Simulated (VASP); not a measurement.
**Rh: single point with r2SCAN**

Crystal: Rh.

```
Rh
1.0
     2.68657    0.00000    0.00000
     1.34328    2.32663    0.00000
     1.34328    0.77554    2.19357
Rh
1
Direct
  0.00000 0.00000 0.00000
```

```json
{
 "Program": "VASP 6.6.1",
 "Task": "single point",
 "Functional": "r2SCAN",
 "Potentials or basis": "VASP PAW PBE potentials, release 64 (Rh_sv_GW)",
 "Cutoff": "680 eV",
 "k mesh": "10 × 10 × 10",
 "Occupations": "gaussian, width 0.05 eV",
 "Spin": "no spin polarisation"
}
```

The pressure is 0.1 GPa. The band gap on the k mesh is zero (an odd number of electrons rules out a gap without spin polarisation).

Levels at points of the mesh, in eV from the Fermi level:
```csv
k point,band 4,band 5,band 6,band 7,band 8,band 9,band 10,band 11,band 12,band 13
"(0.00, 0.00, 0.00)",-47.84,-8.19,-3.21,-3.21,-3.21,-1.11,-1.11,16.44,22.11,22.11
"(0.50, 0.00, 0.00)",-47.95,-6.37,-3.32,-3.32,0.56,0.56,0.88,9.10,16.06,22.01
"(0.50, 0.50, 0.00)",-48.13,-6.59,-6.22,0.48,1.02,1.02,3.46,12.89,13.95,13.95
```

Run time: 81 s on 1 thread of Intel(R) Xeon(R) Platinum 8259CL CPU @ 2.50GHz (Skylake/Cascade Lake) (shared host), peak memory 0.16 GiB.

Caveat: the PAW data sets were made with another functional, which shifts forces and pressure a little.
